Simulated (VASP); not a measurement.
# Mg3CdSe4 (P-43m) in VASP: further runs

Mg3CdSe4 is run at these levels: PBE; tasks: relaxation of cell and atoms.

All numbers are computed with VASP 6.6.1; they aren't measurements. Logs are shortened: lines on timing, memory, paths and dates and some standing lists are left out, and cuts for length are marked.

### Step 1. The cell of the first run

The structure is cubic, space group P-43m (No. 215). The conventional cell has a = 5.729 Å, b = 5.729 Å, c = 5.729 Å, α = 90.00°, β = 90.00°, γ = 90.00°. Mg (site symmetry -42m) has 4 Se at 2.48 Å within 3.3 Å. Cd (site symmetry -43m) has 4 Se at 2.48 Å within 3.3 Å. Se (site symmetry 3m) has 3 Mg at 2.48 Å and 1 Cd at 2.48 Å within 3.3 Å.

### Step 2. Relaxation of cell and atoms, PBE

Contents of INCAR:

```
ALGO = Normal
EDIFF = 1E-6
EDIFFG = -0.04
ENCUT = 600
GGA = PE
IBRION = 2
ISIF = 3
ISMEAR = 0
LASPH = True
LCHARG = False
LREAL = False
LWAVE = False
NELM = 80
NSW = 90
PREC = Accurate
SIGMA = 0.1
```

Contents of KPOINTS:

```
k-points
0
Gamma
  4 4 4
```

Contents of POSCAR:

```
Mg3CdSe4
1.0
    5.7288378000      0.0000000000      0.0000000000
    0.0000000000      5.7288378000      0.0000000000
    0.0000000000      0.0000000000      5.7288378000
Mg Cd Se
3 1 4
Direct
    0.0000000000      0.5000000000      0.5000000000
    0.5000000000      0.0000000000      0.5000000000
    0.5000000000      0.5000000000      0.0000000000
    0.0000000000      0.0000000000      0.0000000000
    0.2500000000      0.2500000000      0.7500000000
    0.2500000000      0.7500000000      0.2500000000
    0.7500000000      0.2500000000      0.2500000000
    0.7500000000      0.7500000000      0.7500000000
```

Potentials or basis: VASP PAW PBE potentials, release 64 (Mg, Cd, Se).

On the command line:

```
> cat potpaw_PBE.64/Mg/POTCAR potpaw_PBE.64/Cd/POTCAR potpaw_PBE.64/Se/POTCAR > POTCAR
> mpirun -np 1 vasp_std > vasp.out
```

OUTCAR:

```text
EDIFF = 1E-6
   EDIFFG = -0.04
   ENCUT = 600
   GGA = PE
   IBRION = 2
   ISIF = 3
   ISMEAR = 0
   LASPH = True
   LREAL = False
   NELM = 80
   NSW = 90
   PREC = Accurate

 ion  position               nearest neighbor table
   1  0.000  0.500  0.500-   5 2.48   6 2.48   7 2.48   8 2.48
   2  0.500  0.000  0.500-   5 2.48   6 2.48   7 2.48   8 2.48
   3  0.500  0.500  0.000-   5 2.48   6 2.48   7 2.48   8 2.48
   4  0.000  0.000  0.000-   5 2.48   6 2.48   7 2.48   8 2.48
   5  0.250  0.250  0.750-   1 2.48   2 2.48   3 2.48   4 2.48
   6  0.250  0.750  0.250-   1 2.48   2 2.48   3 2.48   4 2.48
   7  0.750  0.250  0.250-   1 2.48   2 2.48   3 2.48   4 2.48
   8  0.750  0.750  0.750-   1 2.48   2 2.48   3 2.48   4 2.48

  LATTYP: Found a simple cubic cell.
 ALAT       =     5.7288378000

  Lattice vectors:

 A1 = (   5.7288378000,   0.0000000000,   0.0000000000)
 A2 = (   0.0000000000,   5.7288378000,   0.0000000000)
 A3 = (   0.0000000000,   0.0000000000,   5.7288378000)

Analysis of symmetry for initial positions (statically):
=====================================================================
 Subroutine PRICEL returns:
 Original cell was already a primitive cell.

 Routine SETGRP: Setting up the symmetry group for a
 simple cubic supercell.

 Subroutine GETGRP returns: Found 24 space group operations
 (whereof 24 operations were pure point group operations)
 out of a pool of 48 trial point group operations.

The static configuration has the point symmetry T_d .

Analysis of symmetry for dynamics (positions and initial velocities):
=====================================================================
 Subroutine PRICEL returns:
 Original cell was already a primitive cell.

 Routine SETGRP: Setting up the symmetry group for a
 simple cubic supercell.

 Subroutine GETGRP returns: Found 24 space group operations
 (whereof 24 operations were pure point group operations)
 out of a pool of 48 trial point group operations.

The dynamic configuration has the point symmetry T_d .

 Subroutine INISYM returns: Found 24 space group operations
 (whereof 24 operations are pure point group operations),
 and found     1 'primitive' translations

----------------------------------------------------------------------------------------

                                     Primitive cell

  volume of cell :     188.0181

  direct lattice vectors                    reciprocal lattice vectors
     5.728837800  0.000000000  0.000000000     0.174555474  0.000000000  0.000000000
     0.000000000  5.728837800  0.000000000     0.000000000  0.174555474  0.000000000
     0.000000000  0.000000000  5.728837800     0.000000000  0.000000000  0.174555474

  length of vectors
     5.728837800  5.728837800  5.728837800     0.174555474  0.174555474  0.174555474

  position of ions in fractional coordinates (direct lattice)
     0.000000000  0.500000000  0.500000000
     0.500000000  0.000000000  0.500000000
     0.500000000  0.500000000  0.000000000
     0.000000000  0.000000000  0.000000000
     0.250000000  0.250000000  0.750000000
     0.250000000  0.750000000  0.250000000
     0.750000000  0.250000000  0.250000000
     0.750000000  0.750000000  0.750000000

  ion indices of the primitive-cell ions
   primitive index   ion index
                 1           1
                 2           2
                 3           3
                 4           4
                 5           5
                 6           6
                 7           7
                 8           8

----------------------------------------------------------------------------------------

 KPOINTS: k-points

Automatic generation of k-mesh.
 Grid dimensions read from file:
 generate k-points for:    4    4    4

 Generating k-lattice:

  Cartesian coordinates                     Fractional coordinates (reciprocal lattice)
     0.043638869  0.000000000  0.000000000     0.250000000  0.000000000  0.000000000
     0.000000000  0.043638869  0.000000000     0.000000000  0.250000000  0.000000000
     0.000000000  0.000000000  0.043638869     0.000000000  0.000000000  0.250000000

  Length of vectors
     0.043638869  0.043638869  0.043638869

  Shift w.r.t. Gamma in fractional coordinates (k-lattice)
     0.000000000  0.000000000  0.000000000

 Subroutine IBZKPT returns following result:
 ===========================================

 Found     10 irreducible k-points:

 Following reciprocal coordinates:
            Coordinates               Weight
  0.000000  0.000000  0.000000      1.000000
  0.250000  0.000000  0.000000      6.000000
  0.500000  0.000000  0.000000      3.000000
  0.250000  0.250000  0.000000     12.000000
  0.500000  0.250000  0.000000     12.000000
  0.500000  0.500000  0.000000      3.000000
  0.250000  0.250000  0.250000      8.000000
  0.500000  0.250000  0.250000     12.000000
  0.500000  0.500000  0.250000      6.000000
  0.500000  0.500000  0.500000      1.000000
   k-points           NKPTS =     10   k-points in BZ     NKDIM =     10   number of bands    NBANDS=     26
   number of dos      NEDOS =    301   number of ions     NIONS =      8
   total plane-waves  NPLWV = 110592
   dimension x,y,z NGX =    48 NGY =   48 NGZ =   48
   dimension x,y,z NGXF=    96 NGYF=   96 NGZF=   96
   ions per type =               3   1   4
   NGX,Y,Z   is equivalent  to a cutoff of  13.93, 13.93, 13.93 a.u.
   NGXF,Y,Z  is equivalent  to a cutoff of  27.86, 27.86, 27.86 a.u.
 SYSTEM =  unknown system
   PREC   = accura    normal or accurate (medium, high low for compatibility)
   ISTART =      0    job   : 0-new  1-cont  2-samecut
   ICHARG =      2    charge: 1-file 2-atom 10-const
   ISPIN  =      1    spin polarized calculation?
   LNONCOLLINEAR =      F non collinear calculations
   LSORBIT =      F    spin-orbit coupling
   LASPH  =      T    aspherical Exc in radial PAW
   ENCUT  =  600.0 eV  44.10 Ry    6.64 a.u.  11.44 11.44 11.44*2*pi/ulx,y,z
   NELM   =     80;   NELMIN=  2; NELMDL= -5     # of ELM steps
   EDIFF  = 0.1E-05   stopping-criterion for ELM
   LREAL  =      F    real-space projection
   EDIFFG = -.4E-01   stopping-criterion for IOM
   NSW    =     90    number of steps for IOM
   IBRION =      2    ionic relax: 0-MD 1-quasi-New 2-CG
   NFREE  =      1    steps in history (QN), initial steepest desc. (CG)
   ISIF   =      3    stress and relaxation
   ISYM   =      2    0-nonsym 1-usesym 2-fastsym
   POTIM  = 0.5000    time-step for ionic-motion
   TEBEG  =    0.0;   TEEND  =   0.0 temperature during run
   PSTRESS=    0.0 pullay stress
   NELECT =      42.0000    total number of electrons
   NUPDOWN=      -1.0000    fix difference up-down
   EMIN   =  10.00;   EMAX   =-10.00  energy-range for DOS
   EFERMI =   0.00;   METHOD = LEGACY
   ISMEAR =     0;   SIGMA  =   0.10  broadening in eV -4-tet -1-fermi 0-gaus
   EFERMI_NEDOS =   21; number of points for ismear=-14 and -15
   IALGO  =     38    algorithm
   IMIX   =      4    mixing-type and parameters
     AMIX     =   0.40;   BMIX     =  1.00
     AMIX_MAG =   1.60;   BMIX_MAG =  1.00
  volume/ion in A,a.u.               =      23.50       158.60
  Fermi-wavevector in a.u.,A,eV,Ry     =   0.993325  1.877112 13.424797  0.986695
  Thomas-Fermi vector in A             =   2.125199
   LORBIT       =      0    0 simple, 1 ext, 2 COOP (PROOUT), +10 PAW based schemes
   GGA     = PE    functional components
   LHFCALC =     F    Hartree Fock is set to
   AEXX    =    0.0000 exact exchange contribution
   IVDW    =     0    specifies the selected vdW correction
   LEPSILON=     F    determine dielectric tensor
   LRPA    =     F    only Hartree local field effects (RPA)
 conjugate gradient relaxation of ions
 non-spin polarized calculation
 Gauss-broadening in eV      SIGMA  =   0.10
  energy-cutoff  :      600.00
  volume of cell :      188.02
 maximum number of plane-waves:      6302
 NGX is ok and might be reduce to    48
   NGX = 23   NGY = 23   NGZ = 23

--------------------------------------- Ionic step        1  -------------------------------------------

 number of electron      41.9999996 magnetization

 Free energy of the ion-electron system (eV)
  ---------------------------------------------------
  ext. energy  EPLUGINS =         0.00000000
  ---------------------------------------------------
  free energy    TOTEN  =       -26.99670369 eV

  energy without entropy =      -26.99670369  energy(sigma->0) =      -26.99670369

------------------------ aborting loop because EDIFF is reached ----------------------------------------

  FORCE on cell =-STRESS in cart. coord.  units (eV):
  Direction    XX          YY          ZZ          XY          YZ          ZX
  --------------------------------------------------------------------------------------
  -------------------------------------------------------------------------------------
  Total       12.5719751     12.5719751     12.5719751      0.0000000     -0.0000000      0.0000000
  in kB      107.1308418    107.1308418    107.1308418      0.0000000     -0.0000000      0.0000000
  external PRESSURE =     107.1308418 kB  Pullay stress =       0.0000000 kB
[... 195 lines left out ...]
  energy  without entropy=      -28.0393073239  energy(sigma->0) =      -28.03930732

--------------------------------------- Ionic step        6  -------------------------------------------

 number of electron      42.0000003 magnetization

 Free energy of the ion-electron system (eV)
  ---------------------------------------------------
  ext. energy  EPLUGINS =         0.00000000
  ---------------------------------------------------
  free energy    TOTEN  =       -28.04369814 eV

  energy without entropy =      -28.04369814  energy(sigma->0) =      -28.04369814

 E-fermi :   0.9594     XC(G=0):  -8.2432

 val. band max:        0.5276087964   @ k =   0.0000   0.0000   0.0000
 cond. band min:       2.4544087004   @ k =   0.0000   0.0000   0.0000
 fundamental gap:      1.9267999041
 Fermi energy:         0.9594307030

 k-point     1 :       0.0000    0.0000    0.0000
  band No.  band energies     occupation
      1     -11.1968      2.00000
      2     -10.5731      2.00000
      3     -10.5731      2.00000
      4     -10.5731      2.00000
      5      -6.5183      2.00000
      6      -6.5183      2.00000
[... 314 lines left out ...]
  FREE ENERGIE OF THE ION-ELECTRON SYSTEM (eV)
  ---------------------------------------------------
  free  energy   TOTEN  =       -28.0436981444 eV

  energy  without entropy=      -28.0436981444  energy(sigma->0) =      -28.04369814

 reached required accuracy - stopping structural energy minimisation
```

Wall time 2.1 min (1 thread of Intel Xeon 6975P-C (Granite Rapids), shared host); peak memory 0.37 GiB.

What came out:

| Item | Value |
| --- | --- |
| Free energy | -28.0437 eV |
| Relaxed volume | 27.61 Å³/atom |
| Relaxed cell | a = 6.045 Å, b = 6.045 Å, c = 6.045 Å, α = 90.00°, β = 90.00°, γ = 90.00° |
| Space group after relaxing (to 0.1 Å) | P-43m (No. 215) |
| Energy gained by relaxing | 130.9 meV/atom |
| Ionic steps | 6 |
| Pressure after relaxing | 0.0 GPa |
| Band gap on the k mesh | 1.93 eV |

The path:
| step | energy change (eV) | largest force (eV/Å) | pressure (GPa) | volume (Å³) |
| --- | --- | --- | --- | --- |
| 1 | 0.0000 | 0.9714 | 10.71 | 188.02 |
| 2 | -0.9442 | 0.0730 | -2.31 | 234.10 |
| 3 | -1.0355 | 0.2145 | -0.07 | 221.51 |
| 4 | -1.0354 | 0.2053 | -0.22 | 222.22 |
| 5 | -1.0426 | 0.1253 | -0.14 | 221.70 |
| 6 | -1.0470 | 0.0018 | -0.01 | 220.87 |

Final structure:
```yaml
crystal:
  lattice:
    - [6.04479, 0.00000, 0.00000]
    - [0.00000, 6.04479, 0.00000]
    - [0.00000, 0.00000, 6.04479]
  atoms:
    - { symbol: Mg, position: [0.00000, 0.50000, 0.50000] }
    - { symbol: Mg, position: [0.50000, 0.00000, 0.50000] }
    - { symbol: Mg, position: [0.50000, 0.50000, 0.00000] }
    - { symbol: Cd, position: [0.00000, 0.00000, 0.00000] }
    - { symbol: Se, position: [0.25611, 0.25611, 0.74389] }
    - { symbol: Se, position: [0.25611, 0.74389, 0.25611] }
    - { symbol: Se, position: [0.74389, 0.25611, 0.25611] }
    - { symbol: Se, position: [0.74389, 0.74389, 0.74389] }
```

Levels at points of the mesh, in eV from the valence-band top:
| k point | band 17 | band 18 | band 19 | band 20 | band 21 | band 22 | band 23 | band 24 | band 25 | band 26 |
| --- | --- | --- | --- | --- | --- | --- | --- | --- | --- | --- |
| (0.00, 0.00, 0.00) | -1.22 | -1.22 | 0.00 | 0.00 | 0.00 | 1.93 | 3.44 | 3.44 | 3.44 | 3.89 |
| (0.50, 0.00, 0.00) | -1.52 | -0.80 | -0.80 | -0.56 | -0.56 | 4.03 | 4.24 | 4.88 | 5.21 | 5.21 |
| (0.50, 0.50, 0.00) | -1.51 | -0.66 | -0.45 | -0.36 | -0.36 | 4.23 | 5.19 | 5.19 | 5.28 | 6.04 |
| (0.50, 0.50, 0.50) | -0.51 | -0.51 | -0.25 | -0.25 | -0.25 | 2.83 | 3.95 | 3.95 | 3.95 | 6.62 |

Caveat: the volume moved by over 15 % at a fixed basis, so the end points are rough.

### Step 3. Relaxation of cell and atoms, PBE

This run uses another cell than the first one, of 27.50 Å³/atom.

Contents of INCAR:

```
ALGO = Normal
EDIFF = 1E-6
EDIFFG = -0.01
ENCUT = 600
GGA = PE
IBRION = 2
ISIF = 3
ISMEAR = 0
LASPH = T
LCHARG = F
LREAL = F
LWAVE = F
NELM = 60
NSW = 100
PREC = Accurate
SIGMA = 0.02
```

Contents of KPOINTS:

```
k-points
0
Gamma
  6 6 6
```

Contents of POSCAR:

```
Mg3CdSe4
1.0
    6.0366769114      0.0000000000      0.0000000000
    0.0000000000      6.0366769114      0.0000000000
    0.0000000000      0.0000000000      6.0366769114
Mg Cd Se
3 1 4
Direct
    0.0000000000      0.5000000000      0.5000000000
    0.5000000000      0.0000000000      0.5000000000
    0.5000000000      0.5000000000      0.0000000000
    0.0000000000      0.0000000000      0.0000000000
    0.2561345329      0.2561345329      0.7438654671
    0.2561345329      0.7438654671      0.2561345329
    0.7438654671      0.2561345329      0.2561345329
    0.7438654671      0.7438654671      0.7438654671
```

Potentials or basis: VASP PAW PBE potentials, release 64 (Mg, Cd, Se).

On the command line:

```
> cat potpaw_PBE.64/Mg/POTCAR potpaw_PBE.64/Cd/POTCAR potpaw_PBE.64/Se/POTCAR > POTCAR
> mpirun -np 1 vasp_std > vasp.out
```

Wall time 85 s (1 thread of Intel Xeon 6975P-C (Granite Rapids), shared host); peak memory 0.43 GiB.

It converged, with:

| Item | Value |
| --- | --- |
| Free energy | -28.0469 eV |
| Relaxed volume | 27.61 Å³/atom |
| Relaxed cell | a = 6.045 Å, b = 6.045 Å, c = 6.045 Å, α = 90.00°, β = 90.00°, γ = 90.00° |
| Space group after relaxing (to 0.1 Å) | P-43m (No. 215) |
| Energy gained by relaxing | 0.1 meV/atom |
| Ionic steps | 2 |
| Pressure after relaxing | 0.0 GPa |
| Band gap on the k mesh | 1.93 eV |

Step by step:
| step | energy change (eV) | largest force (eV/Å) | pressure (GPa) | volume (Å³) |
| --- | --- | --- | --- | --- |
| 1 | 0.0000 | 0.0029 | 0.16 | 219.99 |
| 2 | -0.0004 | 0.0008 | -0.02 | 220.88 |

Final structure:
```
Mg Cd Se
1.0
     6.04487    0.00000    0.00000
     0.00000    6.04487    0.00000
     0.00000    0.00000    6.04487
Mg Cd Se
3 1 4
Direct
  0.00000 0.50000 0.50000
  0.50000 0.00000 0.50000
  0.50000 0.50000 0.00000
  0.00000 0.00000 0.00000
  0.25615 0.25615 0.74385
  0.25615 0.74385 0.25615
  0.74385 0.25615 0.25615
  0.74385 0.74385 0.74385
```

Levels at points of the mesh, in eV from the valence-band top:
```
           k point  band 19  band 20  band 21  band 22  band 23  band 24
(0.00, 0.00, 0.00)     0.00     0.00     0.00     1.93     3.44     3.44
(0.50, 0.00, 0.00)    -0.80    -0.56    -0.56     4.03     4.24     4.88
(0.50, 0.50, 0.00)    -0.45    -0.36    -0.36     4.23     5.19     5.19
(0.50, 0.50, 0.50)    -0.25    -0.25    -0.25     2.83     3.95     3.95
```
